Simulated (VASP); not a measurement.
The system is Ru.

```
Ru
1.0
     2.67630    0.00000    0.00000
    -1.33815    2.31775    0.00000
     0.00000    0.00000    8.74081
Ru
4
Direct
  0.00000 0.00000 0.00000
  0.00000 0.00000 0.50000
  0.33333 0.66667 0.25000
  0.66667 0.33333 0.75000
```

| Quantity | Value |
| --- | --- |
| Program | VASP 6.6.1 |
| Task | relaxation of cell and atoms |
| Functional | PBE |
| Potentials or basis | VASP PAW PBE potentials, release 64 (Ru_pv) |
| Cutoff | 600 eV |
| k mesh | 13 × 13 × 4 |
| Occupations | fermi-dirac, width 0.1 eV |
| Spin | no spin polarisation |

At the start: pressure 6.4 GPa; volume 13.55 Å³/atom.

Q: Where does the relaxation end?

A: Over 6 steps the energy falls by 9.0 meV/atom and the volume is 13.83 Å³/atom (+2.0 %); space group P6_3/mmc (No. 194, to 0.1 Å) before and after.

The path:
```
step  energy change (eV)  largest force (eV/Å)  pressure (GPa)  volume (Å³)
   1              0.0000                0.0000            6.45        54.22
   2              0.1376                0.0000          -15.23        58.60
   3             -0.0326                0.0000           -1.09        55.51
   4             -0.0326                0.0000           -0.93        55.48
   5             -0.0338                0.0000            0.85        55.17
   6             -0.0362                0.0000            0.03        55.31
```

Final structure:
```
Ru
1.0
     2.70943    0.00000    0.00000
    -1.35472    2.34644    0.00000
     0.00000    0.00000    8.69975
Ru
4
Direct
  0.00000 0.00000 0.00000
  0.00000 0.00000 0.50000
  0.33333 0.66667 0.25000
  0.66667 0.33333 0.75000
```
